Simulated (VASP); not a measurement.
The system is AlN.

```xyz
2
Lattice="0.0000 2.2015 2.2015 2.2015 0.0000 2.2015 2.2015 2.2015 0.0000" Properties=species:S:1:pos:R:3 pbc="T T T"
Al    0.0000    0.0000    0.0000
N     1.1008    1.1008    1.1008
```

| Quantity | Value |
| --- | --- |
| Program | VASP 6.6.1 |
| Task | relaxation of cell and atoms |
| Functional | r2SCAN |
| Potentials or basis | VASP PAW PBE potentials, release 64 (Al, N) |
| Cutoff | 600 eV |
| k mesh | 10 × 10 × 10 |
| Occupations | fermi-dirac, width 0.02 eV |
| Spin | no spin polarisation |

At the start: pressure -4.9 GPa; volume 10.67 Å³/atom.

Task: How do energy, volume and symmetry change on relaxing?

Result: Over 4 steps the energy falls by 4.0 meV/atom and the volume is 10.41 Å³/atom (-2.4 %); space group F-43m (No. 216, to 0.1 Å) before and after.

The path:
```csv
step,energy change (eV),largest force (eV/Å),pressure (GPa),volume (Å³)
1,0.0000,0.0000,-4.93,21.34
2,-0.0001,0.0000,5.23,20.34
3,-0.0080,0.0000,-0.08,20.83
4,-0.0080,0.0000,0.02,20.82
```

Final structure:
```
CELL_PARAMETERS angstrom
0.00000 2.18364 2.18364
2.18364 0.00000 2.18364
2.18364 2.18364 0.00000
ATOMIC_POSITIONS crystal
Al 0.00000 0.00000 0.00000
N 0.25000 0.25000 0.25000
```

Caveat: the PAW data sets were made with another functional, which shifts forces and pressure a little.
